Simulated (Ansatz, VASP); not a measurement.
## BN: VASP beside Ansatz

```
CELL_PARAMETERS angstrom
2.55394 0.00000 0.00000
-1.27697 2.21178 0.00000
0.00000 0.00000 4.22685
ATOMIC_POSITIONS crystal
B 0.66667 0.33333 0.99972
B 0.33333 0.66667 0.49972
N 0.66667 0.33333 0.62528
N 0.33333 0.66667 0.12528
```

Alike in both runs: task single point; functional PBE; k mesh 6 × 6 × 4; no spin polarisation; Hubbard terms N p U = 1.9 eV.

|  | VASP | Ansatz |
| --- | --- | --- |
| version | VASP 6.6.1 | Ansatz 0.2.0 |
| potentials or method | VASP PAW PBE potentials, release 64 (B, N) | scalar-relativistic, plane waves, PAW (harder set) |
| plane-wave cutoff (eV) | 600 | 870 |
| occupations | fermi-dirac, width 0.025852 eV | fermi-dirac |
| valence electrons in the cell | 16 | 16 |

Ansatz gave:

```
gap on the k mesh at the Fermi level (eV)                     : 5.36
least direct gap on the mesh (eV)                             : 8.47
pressure (GPa)                                                : -1.6
traceless stress, the component that is largest in VASP (GPa) : -0.85
rms of the force components (eV/Å)                            : 0.016
```

**Question.** Which values does VASP return?

**Answer.** gap on the k mesh at the Fermi level (eV): 5.17; least direct gap on the mesh (eV): 8.23; pressure (GPa): 0.8; traceless stress, the component that is largest in VASP (GPa): -0.48; rms of the force components (eV/Å): 0.010.

The programs project onto different local orbitals, so the same U acts differently, and such runs can settle in different states. Atom by atom the forces differ by 0.006 eV/Å (rms over components).

The k mesh is coarse, so the values compare programs but aren't converged.
